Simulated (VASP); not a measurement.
# Sc: single point with PBEsol

The system is Sc.

```
Sc
1.0
     0.00000    3.11693    3.11693
     3.11693    0.00000    3.11693
     3.11693    3.11693    0.00000
Sc
2
Direct
  0.00000 0.00000 0.00000
  0.25000 0.25000 0.25000
```

This isn't the form of Sc at room conditions, which is hcp.

| Item | Value |
| --- | --- |
| Program | VASP 6.6.1 |
| Task | single point |
| Functional | PBEsol |
| Potentials or basis | VASP PAW PBE potentials, release 64 (Sc_sv) |
| Cutoff | 520 eV |
| k mesh | 5 × 5 × 5 |
| Occupations | fermi-dirac, width 0.05 eV |
| Spin | no spin polarisation |
| Dipole correction | no |
| Further INCAR settings | ALGO = Normal; EDIFF = 1e-06; NBANDS = 18 |

| Item | Value |
| --- | --- |
| Pressure | 0.0 GPa |
| Band gap on the k mesh | zero (bands 11 and 12 overlap by 0.44 eV) |

Levels at points of the mesh, in eV from the Fermi level:
```tsv
k point	band 9	band 10	band 11	band 12	band 13	band 14
(0.00, 0.00, 0.00)	-4.18	-0.01	-0.01	0.33	0.33	0.33
```

Wall time 22 s on 1 thread of Intel Xeon 8259CL, on a shared host, peak memory 0.2 GiB.

Caveat: the PAW data sets were made with another functional, which shifts forces and pressure a little.
